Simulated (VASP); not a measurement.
# Te2Mo in VASP: further runs

Te2Mo is run at these levels: PBE+D3(BJ); tasks: single point.

All numbers are computed with VASP 6.6.1; they aren't measurements. Logs are shortened: lines on timing, memory, paths and dates and some standing lists are left out, and cuts for length are marked.

## Step 1: The cell of the first run

The cell holds a slab with vacuum, 3 atoms: a = 3.574 Å, b = 3.522 Å, c = 33.270 Å, α = 90.00°, β = 90.00°, γ = 120.49°.

## Step 2: Single point, PBE+D3(BJ) (strain along x +0.020, then relaxed in part)

Input file INCAR:

```
ALGO     = Normal         # electronic algorithm
DIPOL    = 0.5 0.5 0.500
EDIFF    = 1E-7           # SCF threshold, eV
ENCUT    = 520            # plane-wave cutoff, eV
GGA      = PE             # functional
IDIPOL   = 3            
ISIF     = 2              # what is computed and relaxed
ISMEAR   = 0              # smearing method
IVDW     = 12             # dispersion correction
LASPH    = True           # aspherical terms in the spheres
LCHARG   = False          # write CHGCAR
LDIPOL   = True         
LREAL    = False          # projectors in reciprocal space
LWAVE    = False          # write WAVECAR
NBANDS   = 20             # bands
NELM     = 100            # most SCF steps
PREC     = Accurate       # precision mode
SIGMA    = 0.02           # smearing width, eV
```

Input file KPOINTS:

```
k-points
0
Gamma
  12 12 1
```

Input file POSCAR:

```
Te2Mo
1.0
    3.5739701044      0.0000000000      0.0000000000
   -1.7869850522      3.0344597086      0.0000000000
    0.0000000000      0.0000000000     33.2702079439
Te Mo
2 1
Direct
    0.3328277384      0.6656554768      0.4457691139
    0.3328277384      0.6656554768      0.5542308861
    0.6676778565      0.3353557130      0.5000000000
```

Potentials or basis: VASP PAW PBE potentials, release 64 (Te, Mo_sv).

Started as:

```sh
> cat potpaw_PBE.64/Te/POTCAR potpaw_PBE.64/Mo_sv/POTCAR > POTCAR
> mpirun -np 1 vasp_std > vasp.out
```

OUTCAR:

```text
EDIFF = 1E-7
   ENCUT = 520
   GGA = PE
   ISIF = 2
   ISMEAR = 0
   IVDW = 12
   LASPH = True
   LREAL = False
   NELM = 100
   PREC = Accurate
 IVDW          = 12

 ion  position               nearest neighbor table
   1  0.333  0.666  0.446-   3 2.72   3 2.73   3 2.73   2 3.61
   2  0.333  0.666  0.554-   3 2.72   3 2.73   3 2.73   1 3.61
   3  0.668  0.335  0.500-   1 2.72   2 2.72   1 2.73   2 2.73   1 2.73   2 2.73

  Warning from LATTYP: Monoclinic adjustment (A1->A3, A2->A1, A3->A2)!
  LATTYP: Found a base centered orthorhombic cell.
 ALAT       =     3.5739701044
 B/A-ratio  =     1.6980890270
 C/A-ratio  =     9.3090336438

  Lattice vectors:

 A1 = (   1.7869850522,  -3.0344597086,   0.0000000000)
 A2 = (   1.7869850522,   3.0344597086,   0.0000000000)
 A3 = (   0.0000000000,   0.0000000000,  33.2702079439)

Analysis of symmetry for initial positions (statically):
=====================================================================
 Subroutine PRICEL returns:
 Original cell was already a primitive cell.

 Routine SETGRP: Setting up the symmetry group for a
 base centered orthorhombic supercell.

 Subroutine GETGRP returns: Found  4 space group operations
 (whereof  4 operations were pure point group operations)
 out of a pool of  8 trial point group operations.

The static configuration has the point symmetry C_2v.

Analysis of symmetry for dynamics (positions and initial velocities):
=====================================================================
 Subroutine PRICEL returns:
 Original cell was already a primitive cell.

 Routine SETGRP: Setting up the symmetry group for a
 base centered orthorhombic supercell.

 Subroutine GETGRP returns: Found  4 space group operations
 (whereof  4 operations were pure point group operations)
 out of a pool of  8 trial point group operations.

The dynamic configuration has the point symmetry C_2v.

 Subroutine INISYM returns: Found  4 space group operations
 (whereof  4 operations are pure point group operations),
 and found     1 'primitive' translations

----------------------------------------------------------------------------------------

                                     Primitive cell

  volume of cell :     360.8177

  direct lattice vectors                    reciprocal lattice vectors
     3.573970104  0.000000000  0.000000000     0.279800886  0.164773979  0.000000000
    -1.786985052  3.034459709  0.000000000     0.000000000  0.329547958  0.000000000
     0.000000000  0.000000000 33.270207944     0.000000000  0.000000000  0.030056921

  length of vectors
     3.573970104  3.521542460 33.270207944     0.324713720  0.329547958  0.030056921

  position of ions in fractional coordinates (direct lattice)
     0.332827738  0.665655477  0.445769114
     0.332827738  0.665655477  0.554230886
     0.667677856  0.335355713  0.500000000

  ion indices of the primitive-cell ions
   primitive index   ion index
                 1           1
                 2           2
                 3           3

----------------------------------------------------------------------------------------

 KPOINTS: k-points

Automatic generation of k-mesh.
 Grid dimensions read from file:
 generate k-points for:   12   12    1

 Generating k-lattice:

  Cartesian coordinates                     Fractional coordinates (reciprocal lattice)
     0.023316740  0.013731165  0.000000000     0.083333333 -0.000000000  0.000000000
     0.000000000  0.027462330  0.000000000     0.000000000  0.083333333  0.000000000
     0.000000000  0.000000000  0.030056921     0.000000000  0.000000000  1.000000000

  Length of vectors
     0.027059477  0.027462330  0.030056921

  Shift w.r.t. Gamma in fractional coordinates (k-lattice)
     0.000000000  0.000000000  0.000000000

 Subroutine IBZKPT returns following result:
 ===========================================

 Found     43 irreducible k-points:

 Following reciprocal coordinates:
            Coordinates               Weight
  0.000000  0.000000  0.000000      1.000000
  0.083333  0.000000  0.000000      4.000000
  0.166667  0.000000  0.000000      4.000000
  0.250000  0.000000  0.000000      4.000000
  0.333333  0.000000  0.000000      4.000000
  0.416667  0.000000  0.000000      4.000000
[... 16 lines left out ...]
  0.333333  0.166667  0.000000      4.000000
  0.416667  0.166667  0.000000      4.000000
 [... further k-points ...]
   k-points           NKPTS =     43   k-points in BZ     NKDIM =     43   number of bands    NBANDS=     20
   number of dos      NEDOS =    301   number of ions     NIONS =      3
   total plane-waves  NPLWV = 196000
   dimension x,y,z NGX =    28 NGY =   28 NGZ =  250
   dimension x,y,z NGXF=    56 NGYF=   56 NGZF=  500
   ions per type =               2   1
   NGX,Y,Z   is equivalent  to a cutoff of  13.02, 13.22, 12.49 a.u.
   NGXF,Y,Z  is equivalent  to a cutoff of  26.05, 26.44, 24.98 a.u.
 SYSTEM =  unknown system
   PREC   = accura    normal or accurate (medium, high low for compatibility)
   ISTART =      0    job   : 0-new  1-cont  2-samecut
   ICHARG =      2    charge: 1-file 2-atom 10-const
   ISPIN  =      1    spin polarized calculation?
   LNONCOLLINEAR =      F non collinear calculations
   LSORBIT =      F    spin-orbit coupling
   LASPH  =      T    aspherical Exc in radial PAW
   ENCUT  =  520.0 eV  38.22 Ry    6.18 a.u.   6.65  6.55 61.86*2*pi/ulx,y,z
   NELM   =    100;   NELMIN=  2; NELMDL= -5     # of ELM steps
   EDIFF  = 0.1E-06   stopping-criterion for ELM
   LREAL  =      F    real-space projection
   EDIFFG = 0.1E-05   stopping-criterion for IOM
   NSW    =      0    number of steps for IOM
   IBRION =     -1    ionic relax: 0-MD 1-quasi-New 2-CG
   NFREE  =      0    steps in history (QN), initial steepest desc. (CG)
   ISIF   =      2    stress and relaxation
   ISYM   =      2    0-nonsym 1-usesym 2-fastsym
   POTIM  = 0.5000    time-step for ionic-motion
   TEBEG  =    0.0;   TEEND  =   0.0 temperature during run
   PSTRESS=    0.0 pullay stress
   NELECT =      26.0000    total number of electrons
   NUPDOWN=      -1.0000    fix difference up-down
   EMIN   =  10.00;   EMAX   =-10.00  energy-range for DOS
   EFERMI =   0.00;   METHOD = LEGACY
   ISMEAR =     0;   SIGMA  =   0.02  broadening in eV -4-tet -1-fermi 0-gaus
   EFERMI_NEDOS =   21; number of points for ismear=-14 and -15
   IALGO  =     38    algorithm
   IMIX   =      4    mixing-type and parameters
     AMIX     =   0.40;   BMIX     =  1.00
     AMIX_MAG =   1.60;   BMIX_MAG =  1.00
  volume/ion in A,a.u.               =     120.27       811.64
  Fermi-wavevector in a.u.,A,eV,Ry     =   0.681245  1.287366  6.314393  0.464095
  Thomas-Fermi vector in A             =   1.759971
   LORBIT       =      0    0 simple, 1 ext, 2 COOP (PROOUT), +10 PAW based schemes
   GGA     = PE    functional components
   LHFCALC =     F    Hartree Fock is set to
   AEXX    =    0.0000 exact exchange contribution
   IVDW    =    12    specifies the selected vdW correction
   LEPSILON=     F    determine dielectric tensor
   LRPA    =     F    only Hartree local field effects (RPA)
 non-spin polarized calculation
 Gauss-broadening in eV      SIGMA  =   0.02
  energy-cutoff  :      520.00
  volume of cell :      360.82
 maximum number of plane-waves:      9813
   NGX = 13   NGY = 13   NGZ =123

 dipolmoment           0.000000      0.000000      0.000000 electrons x Angstroem

 number of electron      26.0000003 magnetization

 dipolmoment           0.000000      0.000000     -0.000000 electrons x Angstroem

 Free energy of the ion-electron system (eV)
  ---------------------------------------------------
  ext. energy  EPLUGINS =         0.00000000
  ---------------------------------------------------
  free energy    TOTEN  =       -18.01736105 eV

  energy without entropy =      -18.01736105  energy(sigma->0) =      -18.01736105

 E-fermi :  -2.0773     XC(G=0):  -2.5254

 val. band max:       -2.2055654524   @ k =   0.3333   0.3333   0.0000
 cond. band min:      -1.1024735185   @ k =   0.3333   0.3333   0.0000
 fundamental gap:      1.1030919339
 Fermi energy:        -2.0773001166

 k-point     1 :       0.0000    0.0000    0.0000
  band No.  band energies     occupation
      1     -62.8750      2.00000
      2     -37.0314      2.00000
      3     -36.9299      2.00000
      4     -36.9043      2.00000
      5     -14.8010      2.00000
      6     -13.8499      2.00000
[... 12 lines left out ...]
     19       2.2609      0.00000
     20       2.7230      0.00000

 k-point     2 :       0.0833    0.0000    0.0000
  band No.  band energies     occupation
      1     -62.8744      2.00000
      2     -37.0297      2.00000
      3     -36.9364      2.00000
      4     -36.9077      2.00000
      5     -14.7067      2.00000
      6     -13.7849      2.00000
[... 12 lines left out ...]
     19       2.3770      0.00000
     20       2.8361      0.00000

 k-point     3 :       0.1667    0.0000    0.0000
  band No.  band energies     occupation
      1     -62.8728      2.00000
      2     -37.0248      2.00000
      3     -36.9561      2.00000
      4     -36.9151      2.00000
      5     -14.4330      2.00000
      6     -13.5968      2.00000
[... 12 lines left out ...]
     19       2.7115      0.00000
     20       3.1655      0.00000

 k-point     4 :       0.2500    0.0000    0.0000
  band No.  band energies     occupation
      1     -62.8706      2.00000
      2     -37.0182      2.00000
      3     -36.9846      2.00000
      4     -36.9232      2.00000
      5     -14.0106      2.00000
      6     -13.3089      2.00000
[... 429 lines left out ...]
 k-point    23 :       0.3333    0.1667    0.0000
  band No.  band energies     occupation
      1     -62.8660      2.00000
      2     -37.0272      2.00000
      3     -37.0046      2.00000
      4     -36.9562      2.00000
      5     -12.8735      2.00000
      6     -12.5457      2.00000
[... 12 lines left out ...]
     19       4.5622      0.00000
     20       4.6278      0.00000

 k-point    24 :       0.4167    0.1667    0.0000
  band No.  band energies     occupation
      1     -62.8656      2.00000
      2     -37.0334      2.00000
      3     -37.0033      2.00000
      4     -36.9572      2.00000
      5     -12.7143      2.00000
      6     -12.4495      2.00000
[... 12 lines left out ...]
     19       4.6378      0.00000
     20       4.8782      0.00000

 [... further k-points ...]

------------------------ aborting loop because EDIFF is reached ----------------------------------------

 vacuum level on the upper side and lower side of the slab       (xc-potential included)        -0.070        -0.070

 Edisp (eV)   -1.18153

 E8    (eV) :    -0.5755

  FORCE on cell =-STRESS in cart. coord.  units (eV):
  Direction    XX          YY          ZZ          XY          YZ          ZX
  --------------------------------------------------------------------------------------
  -------------------------------------------------------------------------------------
  Total      -1.12267    -0.26658     0.00821     0.00000     0.00000     0.00000
  in kB      -4.98510    -1.18371     0.03644     0.00000     0.00000     0.00000
  external pressure =       -2.04 kB  Pullay stress =        0.00 kB

 VOLUME and BASIS-vectors are now :
 -----------------------------------------------------------------------------
  energy-cutoff  :      520.00
  volume of cell :      360.82
      direct lattice vectors                 reciprocal lattice vectors
     3.573970104  0.000000000  0.000000000     0.279800886  0.164773979  0.000000000
    -1.786985052  3.034459709  0.000000000     0.000000000  0.329547958  0.000000000
     0.000000000  0.000000000 33.270207944     0.000000000  0.000000000  0.030056921

 POSITION                                       TOTAL-FORCE (eV/Angst)
 -----------------------------------------------------------------------------------
      0.00000      2.01990     14.83083         0.000000     -0.004300     -0.005462
      0.00000      2.01990     18.43938         0.000000     -0.004300      0.005462
      1.78699      1.01762     16.63510        -0.000000      0.008599      0.000000
 -----------------------------------------------------------------------------------
    total drift:                               -0.000000     -0.000300     -0.000000

  FREE ENERGIE OF THE ION-ELECTRON SYSTEM (eV)
  ---------------------------------------------------
  free  energy   TOTEN  =       -19.1988875093 eV

  energy  without entropy=      -19.1988875093  energy(sigma->0) =      -19.19888751

 vacuum level on the upper side and lower side of the slab         2.620         2.620
```

Wall time 4.6 min (1 thread of Intel Xeon 6975P-C (Granite Rapids), shared host); peak memory 0.65 GiB.

What came out:

```
Free energy                : -19.1989 eV
Largest force              : 0.009 eV/Å
Band gap on the k mesh     : 1.10 eV
Dispersion energy per atom : -0.394 eV
```

Forces in eV/Å, atoms in the order of the input:
```
Te   0.000 -0.004 -0.005
Te   0.000 -0.004  0.005
Mo   0.000  0.009  0.000
```

Levels at points of the mesh, in eV from the valence-band top:
```csv
k point,band 10,band 11,band 12,band 13,band 14,band 15,band 16,band 17
"(0.00, 0.00, 0.00)",-1.57,-0.93,-0.81,-0.47,3.04,3.17,3.30,3.48
"(0.50, 0.00, 0.00)",-2.22,-1.65,-0.76,-0.22,1.42,1.76,3.31,3.74
"(0.00, 0.50, 0.00)",-2.41,-1.57,-0.69,-0.44,1.42,1.78,3.27,3.61
```

Caveat: the cell differs from its parent crystal (strain along x +0.020, then relaxed in part); spin-orbit coupling is left out, which moves the levels of the heavy elements.

## Step 3: Single point, PBE+D3(BJ) (strain along y +0.020, then relaxed in part)

Input file INCAR:

```
SYSTEM = Te2Mo
  PREC = Accurate
  ENCUT = 520
  EDIFF = 1E-6
  ISMEAR = 0
  SIGMA = 0.02
  LREAL = .False.
  LASPH = .True.
  NELM = 80
  ALGO = Normal
  ISIF = 2
  LWAVE = .False.
  LCHARG = .True.
  LDIPOL = .True.
  IDIPOL = 3
  DIPOL = 0.5 0.5 0.500
  GGA = PE
  IVDW = 12
  LELF = .True.
  LVHAR = .True.
  LVACPOTAV = .True.
  NBANDS = 20
```

Input file KPOINTS:

```
Automatic mesh
0
Gamma
  12 12 1
  0 0 0
```

Input file POSCAR:

```
Te2Mo
1.0
    3.5038922592      0.0000000000      0.0000000000
   -1.7519461296      3.0951489028      0.0000000000
    0.0000000000      0.0000000000     33.2702079439
Te Mo
2 1
Direct
    0.3338296403      0.6676592805      0.4457700129
    0.3338296403      0.6676592805      0.5542299871
    0.6656740528      0.3313481056      0.5000000000
```

Potentials or basis: VASP PAW PBE potentials, release 64 (Te, Mo_sv).

Started as:

```sh
> cat potpaw_PBE.64/Te/POTCAR potpaw_PBE.64/Mo_sv/POTCAR > POTCAR
> mpirun -np 1 vasp_std > vasp.out
```

Wall time 5.5 min (1 thread of Intel Xeon 6975P-C (Granite Rapids), shared host); peak memory 0.64 GiB.

It converged, with:

| Quantity | Value |
| --- | --- |
| Free energy | -19.1987 eV |
| Largest force | 0.006 eV/Å |
| Band gap on the k mesh | 1.10 eV |
| Dispersion energy per atom | -0.394 eV |

Forces on the atoms (eV/Å):
```
Te   0.000  0.002 -0.006
Te   0.000  0.002  0.006
Mo   0.000 -0.004  0.000
```

Levels at points of the mesh, in eV from the valence-band top:
```
           k point  band 10  band 11  band 12  band 13  band 14  band 15  band 16  band 17
(0.00, 0.00, 0.00)    -1.57    -0.93    -0.81    -0.47     3.04     3.17     3.29     3.48
(0.50, 0.00, 0.00)    -2.35    -1.60    -0.71    -0.36     1.41     1.78     3.28     3.66
(0.00, 0.50, 0.00)    -2.16    -1.68    -0.79    -0.15     1.44     1.73     3.32     3.78
```

Caveat: the cell differs from its parent crystal (strain along y +0.020, then relaxed in part); spin-orbit coupling is left out, which moves the levels of the heavy elements.
